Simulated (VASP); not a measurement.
Write the native input for VASP 6.6.1 that does the following.

```yaml
Task: single point
Functional: PBE
Potentials_or_basis: VASP PAW PBE potentials, release 64 (Ba_sv, Ti_sv, O_h)
Cutoff: 910 eV
k_mesh: 5 × 5 × 5
Occupations: fermi-dirac, width 0.05 eV
Spin: no spin polarisation
Dipole_correction: no
Second_run: hard_potentials
Further_INCAR_settings: ALGO = Normal; EDIFF = 1e-06; NBANDS = 28
```

The structure of BaTiO3 lies in POSCAR:

```
BaTiO3
1.0
    3.9998000000      0.0399980000      0.0000000000
    0.0399980000      3.9998000000      0.0000000000
    0.0000000000      0.0000000000      4.0180000000
Ba Ti O
1 1 3
Direct
    0.0000000000      0.0000000000      0.0000000000
    0.5000000000      0.5000000000      0.4900000000
    0.0000000000      0.5000000000      0.5170000000
    0.5000000000      0.0000000000      0.5170000000
    0.5000000000      0.5000000000      0.0190000000
```

These files were run (other wordings do the same):

INCAR

```
SYSTEM = BaTiO3
  ALGO = Normal
  EDIFF = 1E-6
  ENCUT = 910
  GGA = PE
  GGA_COMPAT = .FALSE.
  ISIF = 2
  ISMEAR = -1
  LASPH = .TRUE.
  LCHARG = .FALSE.
  LREAL = .FALSE.
  LWAVE = .FALSE.
  NBANDS = 28
  NELM = 120
  PREC = Accurate
  SIGMA = 0.05
```

KPOINTS

```
k-points
0
G
  5 5 5
  0 0 0
```

Potentials or basis: VASP PAW PBE potentials, release 64 (Ba_sv, Ti_sv, O_h).

The run is started by

```sh
$ cat potpaw_PBE.64/Ba_sv/POTCAR potpaw_PBE.64/Ti_sv/POTCAR potpaw_PBE.64/O_h/POTCAR > POTCAR
$ mpirun -np 1 vasp_std > vasp.out
```

Results of the run:

The pressure is 3.9 GPa and the largest force is 0.297 eV/Å. The band gap on the k mesh is 1.92 eV, indirect (least direct gap 1.99 eV).

Caveat: the cutoff is under 1.25 times the usual one of these potentials, so pressure, stress and relaxed cells hold a basis-set (Pulay) error; spin-orbit coupling is left out, which moves the levels of the heavy elements.

Wall time 65 s on 1 thread of Intel(R) Xeon(R) 6975P-C (Granite Rapids), with other jobs on the host, peak memory 0.3 GiB.
